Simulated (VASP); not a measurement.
# AlGa3N2 (P4/mmm) in VASP: notebook

Runs on AlGa3N2. Level: PBE. Tasks: single point, relaxation of cell and atoms.

All numbers are computed with VASP 6.6.1; they aren't measurements. Logs are shortened: lines on timing, memory, paths and dates and some standing lists are left out, and cuts for length are marked.

**1. The cell of the first run**

It takes space group P4/mmm (No. 123, tetragonal). Conventional cell: a = 5.622 Å, b = 5.622 Å, c = 3.560 Å, α = 90.00°, β = 90.00°, γ = 90.00°. Al (site symmetry 4/mmm) has 2 N at 1.78 Å within 2.4 Å. Ga (site symmetry 4/mmm) has 2 N at 1.78 Å within 2.4 Å. Within 3.7 Å of Ga (site symmetry mmm) lie 2 Al at 2.81 Å and 6 N at 2.81 to 3.33 Å and 6 Ga at 3.33 to 3.56 Å. N (site symmetry 4/mmm) has 2 Al at 1.78 Å within 2.4 Å. N (site symmetry 4/mmm) has 2 Ga at 1.78 Å within 2.4 Å.

The cell was built from a structure type or drawn by symmetry, and may not be a known phase.

**2. Single point, PBE**

INCAR reads:

```
ALGO = Normal
EDIFF = 1E-6
ENCUT = 520
GGA = PE
ISIF = 2
ISMEAR = 0
LASPH = T
LCHARG = F
LREAL = F
LWAVE = F
NBANDS = 35
NELM = 80
PREC = Accurate
SIGMA = 0.1
```

KPOINTS reads:

```
k-points
0
Gamma
  4 4 6
```

POSCAR reads:

```
AlGa3N2
1.0
    5.6222982288      0.0000000000      0.0000000000
    0.0000000000      5.6222982288      0.0000000000
    0.0000000000      0.0000000000      3.5599138888
Al Ga N
1 3 2
Direct
    0.5000000000      0.5000000000      0.0000000000
    0.0000000000      0.0000000000      0.5000000000
    0.0000000000      0.5000000000      0.0000000000
    0.5000000000      0.0000000000      0.0000000000
    0.5000000000      0.5000000000      0.5000000000
    0.0000000000      0.0000000000      0.0000000000
```

Potentials or basis: VASP PAW PBE potentials, release 64 (Al, Ga_d, N).

Run with:

```
cat potpaw_PBE.64/Al/POTCAR potpaw_PBE.64/Ga_d/POTCAR potpaw_PBE.64/N/POTCAR > POTCAR
mpirun -np 1 vasp_std > vasp.out
```

OUTCAR:

```text
EDIFF = 1E-6
   ENCUT = 520
   GGA = PE
   ISIF = 2
   ISMEAR = 0
   LASPH = T
   LREAL = F
   NELM = 80
   PREC = Accurate

 ion  position               nearest neighbor table
   1  0.500  0.500  0.000-   5 1.78   5 1.78   3 2.81   4 2.81   4 2.81   3 2.81
   2  0.000  0.000  0.500-   6 1.78   6 1.78
   3  0.000  0.500  0.000-   1 2.81   1 2.81
   4  0.500  0.000  0.000-   1 2.81   1 2.81
   5  0.500  0.500  0.500-   1 1.78   1 1.78
   6  0.000  0.000  0.000-   2 1.78   2 1.78

  LATTYP: Found a simple tetragonal cell.
 ALAT       =     5.6222982288
 C/A-ratio  =     0.6331777049

  Lattice vectors:

 A1 = (   5.6222982288,   0.0000000000,   0.0000000000)
 A2 = (   0.0000000000,   5.6222982288,   0.0000000000)
 A3 = (   0.0000000000,   0.0000000000,   3.5599138888)

Analysis of symmetry for initial positions (statically):
=====================================================================
 Subroutine PRICEL returns:
 Original cell was already a primitive cell.

 Routine SETGRP: Setting up the symmetry group for a
 simple tetragonal supercell.

 Subroutine GETGRP returns: Found 16 space group operations
 (whereof 16 operations were pure point group operations)
 out of a pool of 16 trial point group operations.

The static configuration has the point symmetry D_4h.

Analysis of symmetry for dynamics (positions and initial velocities):
=====================================================================
 Subroutine PRICEL returns:
 Original cell was already a primitive cell.

 Routine SETGRP: Setting up the symmetry group for a
 simple tetragonal supercell.

 Subroutine GETGRP returns: Found 16 space group operations
 (whereof 16 operations were pure point group operations)
 out of a pool of 16 trial point group operations.

The dynamic configuration has the point symmetry D_4h.

 Subroutine INISYM returns: Found 16 space group operations
 (whereof 16 operations are pure point group operations),
 and found     1 'primitive' translations

----------------------------------------------------------------------------------------

                                     Primitive cell

  volume of cell :     112.5297

  direct lattice vectors                    reciprocal lattice vectors
     5.622298229  0.000000000  0.000000000     0.177863208  0.000000000  0.000000000
     0.000000000  5.622298229  0.000000000     0.000000000  0.177863208  0.000000000
     0.000000000  0.000000000  3.559913889     0.000000000  0.000000000  0.280905671

  length of vectors
     5.622298229  5.622298229  3.559913889     0.177863208  0.177863208  0.280905671

  position of ions in fractional coordinates (direct lattice)
     0.500000000  0.500000000  0.000000000
     0.000000000  0.000000000  0.500000000
     0.000000000  0.500000000  0.000000000
     0.500000000  0.000000000  0.000000000
     0.500000000  0.500000000  0.500000000
     0.000000000  0.000000000  0.000000000

  ion indices of the primitive-cell ions
   primitive index   ion index
                 1           1
                 2           2
                 3           3
                 4           4
                 5           5
                 6           6

----------------------------------------------------------------------------------------

 KPOINTS: k-points

Automatic generation of k-mesh.
 Grid dimensions read from file:
 generate k-points for:    4    4    6

 Generating k-lattice:

  Cartesian coordinates                     Fractional coordinates (reciprocal lattice)
     0.044465802  0.000000000  0.000000000     0.250000000  0.000000000  0.000000000
     0.000000000  0.044465802  0.000000000     0.000000000  0.250000000  0.000000000
     0.000000000  0.000000000  0.046817612     0.000000000  0.000000000  0.166666667

  Length of vectors
     0.044465802  0.044465802  0.046817612

  Shift w.r.t. Gamma in fractional coordinates (k-lattice)
     0.000000000  0.000000000  0.000000000

 Subroutine IBZKPT returns following result:
 ===========================================

 Found     24 irreducible k-points:

 Following reciprocal coordinates:
            Coordinates               Weight
  0.000000  0.000000  0.000000      1.000000
  0.250000  0.000000  0.000000      4.000000
  0.500000  0.000000  0.000000      2.000000
  0.250000  0.250000  0.000000      4.000000
  0.500000  0.250000  0.000000      4.000000
  0.500000  0.500000  0.000000      1.000000
[... 16 lines left out ...]
  0.500000  0.250000  0.500000      4.000000
  0.500000  0.500000  0.500000      1.000000
   k-points           NKPTS =     24   k-points in BZ     NKDIM =     24   number of bands    NBANDS=     35
   number of dos      NEDOS =    301   number of ions     NIONS =      6
   total plane-waves  NPLWV =  49392
   dimension x,y,z NGX =    42 NGY =   42 NGZ =   28
   dimension x,y,z NGXF=    84 NGYF=   84 NGZF=   56
   ions per type =               1   3   2
   NGX,Y,Z   is equivalent  to a cutoff of  12.42, 12.42, 13.08 a.u.
   NGXF,Y,Z  is equivalent  to a cutoff of  24.84, 24.84, 26.15 a.u.
 SYSTEM =  unknown system
   PREC   = accura    normal or accurate (medium, high low for compatibility)
   ISTART =      0    job   : 0-new  1-cont  2-samecut
   ICHARG =      2    charge: 1-file 2-atom 10-const
   ISPIN  =      1    spin polarized calculation?
   LNONCOLLINEAR =      F non collinear calculations
   LSORBIT =      F    spin-orbit coupling
   LASPH  =      T    aspherical Exc in radial PAW
   ENCUT  =  520.0 eV  38.22 Ry    6.18 a.u.  10.45 10.45  6.62*2*pi/ulx,y,z
   NELM   =     80;   NELMIN=  2; NELMDL= -5     # of ELM steps
   EDIFF  = 0.1E-05   stopping-criterion for ELM
   LREAL  =      F    real-space projection
   EDIFFG = 0.1E-04   stopping-criterion for IOM
   NSW    =      0    number of steps for IOM
   IBRION =     -1    ionic relax: 0-MD 1-quasi-New 2-CG
   NFREE  =      0    steps in history (QN), initial steepest desc. (CG)
   ISIF   =      2    stress and relaxation
   ISYM   =      2    0-nonsym 1-usesym 2-fastsym
   POTIM  = 0.5000    time-step for ionic-motion
   TEBEG  =    0.0;   TEEND  =   0.0 temperature during run
   PSTRESS=    0.0 pullay stress
   NELECT =      52.0000    total number of electrons
   NUPDOWN=      -1.0000    fix difference up-down
   EMIN   =  10.00;   EMAX   =-10.00  energy-range for DOS
   EFERMI =   0.00;   METHOD = LEGACY
   ISMEAR =     0;   SIGMA  =   0.10  broadening in eV -4-tet -1-fermi 0-gaus
   EFERMI_NEDOS =   21; number of points for ismear=-14 and -15
   IALGO  =     38    algorithm
   IMIX   =      4    mixing-type and parameters
     AMIX     =   0.40;   BMIX     =  1.00
     AMIX_MAG =   1.60;   BMIX_MAG =  1.00
  volume/ion in A,a.u.               =      18.75       126.56
  Fermi-wavevector in a.u.,A,eV,Ry     =   1.265669  2.391768 21.795423  1.601918
  Thomas-Fermi vector in A             =   2.398910
   LORBIT       =      0    0 simple, 1 ext, 2 COOP (PROOUT), +10 PAW based schemes
   GGA     = PE    functional components
   LHFCALC =     F    Hartree Fock is set to
   AEXX    =    0.0000 exact exchange contribution
   IVDW    =     0    specifies the selected vdW correction
   LEPSILON=     F    determine dielectric tensor
   LRPA    =     F    only Hartree local field effects (RPA)
 non-spin polarized calculation
 Gauss-broadening in eV      SIGMA  =   0.10
  energy-cutoff  :      520.00
  volume of cell :      112.53
 maximum number of plane-waves:      3064
 NGX is ok and might be reduce to    42
   NGX = 21   NGY = 21   NGZ = 13

 number of electron      52.0000048 magnetization

 Free energy of the ion-electron system (eV)
  ---------------------------------------------------
  ext. energy  EPLUGINS =         0.00000000
  ---------------------------------------------------
  free energy    TOTEN  =       -25.75799863 eV

  energy without entropy =      -25.74280996  energy(sigma->0) =      -25.75040429

 E-fermi :   3.8255     XC(G=0):  -9.6397

 val. band max:        3.7581363714   @ k =   0.5000   0.5000   0.5000
 cond. band min:       3.8391980476   @ k =   0.2500   0.0000   0.3333
 fundamental gap:      0.0810616762
 Fermi energy:         3.8255136025

 k-point     1 :       0.0000    0.0000    0.0000
  band No.  band energies     occupation
      1     -13.7539      2.00000
      2     -11.8786      2.00000
      3     -11.8662      2.00000
      4     -11.7372      2.00000
      5     -11.7372      2.00000
      6     -11.2313      2.00000
[... 27 lines left out ...]
     34       9.5400      0.00000
     35      11.1456      0.00000

 k-point     2 :       0.2500    0.0000    0.0000
  band No.  band energies     occupation
      1     -13.7487      2.00000
      2     -11.8775      2.00000
      3     -11.8660      2.00000
      4     -11.7372      2.00000
      5     -11.7352      2.00000
      6     -11.2154      2.00000
[... 27 lines left out ...]
     34       9.4892      0.00000
     35       9.5943      0.00000

 k-point     3 :       0.5000    0.0000    0.0000
  band No.  band energies     occupation
      1     -13.7435      2.00000
      2     -11.8764      2.00000
      3     -11.8658      2.00000
      4     -11.7371      2.00000
      5     -11.7331      2.00000
      6     -11.1940      2.00000
[... 27 lines left out ...]
     34      10.6677      0.00000
     35      10.8562      0.00000

 k-point     4 :       0.2500    0.2500    0.0000
  band No.  band energies     occupation
      1     -13.7436      2.00000
      2     -11.8764      2.00000
      3     -11.8660      2.00000
      4     -11.7351      2.00000
      5     -11.7351      2.00000
      6     -11.2008      2.00000
[... 27 lines left out ...]
     34       9.4807      0.00000
     35       9.8453      0.00000

 k-point     5 :       0.5000    0.2500    0.0000
  band No.  band energies     occupation
      1     -13.7385      2.00000
      2     -11.8752      2.00000
      3     -11.8659      2.00000
      4     -11.7351      2.00000
      5     -11.7331      2.00000
      6     -11.1851      2.00000
[... 638 lines left out ...]
 k-point    22 :       0.2500    0.2500    0.5000
  band No.  band energies     occupation
      1     -12.3041      2.00000
      2     -11.8744      2.00000
      3     -11.8627      2.00000
      4     -11.8233      2.00000
      5     -11.8228      2.00000
      6     -11.3384      2.00000
[... 27 lines left out ...]
     34       9.0164      0.00000
     35       9.6252      0.00000

 k-point    23 :       0.5000    0.2500    0.5000
  band No.  band energies     occupation
      1     -12.3041      2.00000
      2     -11.8756      2.00000
      3     -11.8631      2.00000
      4     -11.8270      2.00000
      5     -11.8234      2.00000
      6     -11.2711      2.00000
[... 27 lines left out ...]
     34       8.8126      0.00000
     35       9.4869      0.00000

 k-point    24 :       0.5000    0.5000    0.5000
  band No.  band energies     occupation
      1     -12.3042      2.00000
      2     -11.8768      2.00000
      3     -11.8636      2.00000
      4     -11.8273      2.00000
      5     -11.8273      2.00000
      6     -11.1875      2.00000
[... 27 lines left out ...]
     34       8.7611      0.00000
     35       8.9908      0.00000

------------------------ aborting loop because EDIFF is reached ----------------------------------------

  FORCE on cell =-STRESS in cart. coord.  units (eV):
  Direction    XX          YY          ZZ          XY          YZ          ZX
  --------------------------------------------------------------------------------------
  -------------------------------------------------------------------------------------
  Total        0.0467246      0.0467246     -0.2242293      0.0000000      0.0000000      0.0000000
  in kB        0.6652555      0.6652555     -3.1925355      0.0000000      0.0000000      0.0000000
  external PRESSURE =      -0.6206748 kB  Pullay stress =       0.0000000 kB

 VOLUME and BASIS-vectors are now :
 -----------------------------------------------------------------------------
  energy-cutoff  :      520.00
  volume of cell :      112.53
      direct lattice vectors                 reciprocal lattice vectors
     5.622298229  0.000000000  0.000000000     0.177863208  0.000000000  0.000000000
     0.000000000  5.622298229  0.000000000     0.000000000  0.177863208  0.000000000
     0.000000000  0.000000000  3.559913889     0.000000000  0.000000000  0.280905671

 POSITION                                       TOTAL-FORCE (eV/Angst)
 -----------------------------------------------------------------------------------
      2.81115      2.81115      0.00000         0.000000      0.000000      0.000000
      0.00000      0.00000      1.77996         0.000000      0.000000      0.000000
      0.00000      2.81115      0.00000         0.000000      0.000000      0.000000
      2.81115      0.00000      0.00000         0.000000      0.000000      0.000000
      2.81115      2.81115      1.77996         0.000000      0.000000      0.000000
      0.00000      0.00000      0.00000         0.000000      0.000000      0.000000
 -----------------------------------------------------------------------------------
    total drift:                                0.000000      0.000000     -0.000000

  FREE ENERGIE OF THE ION-ELECTRON SYSTEM (eV)
  ---------------------------------------------------
  free  energy   TOTEN  =       -25.7579986285 eV

  energy  without entropy=      -25.7428099550  energy(sigma->0) =      -25.75040429
```

Run time: 83 s. Hardware: 1 thread of Intel Xeon 8259CL, shared host; peak memory 0.26 GiB.

Results:

| Item | Value |
| --- | --- |
| Free energy | -25.7580 eV |
| Pressure | -0.1 GPa |
| Band gap on the k mesh | zero (bands 26 and 27 overlap by 1.72 eV) |

Stress tensor (GPa, compression positive):
```
 0.07  0.00  0.00
 0.00  0.07  0.00
 0.00  0.00 -0.32
```

[end of part 1 of 2]
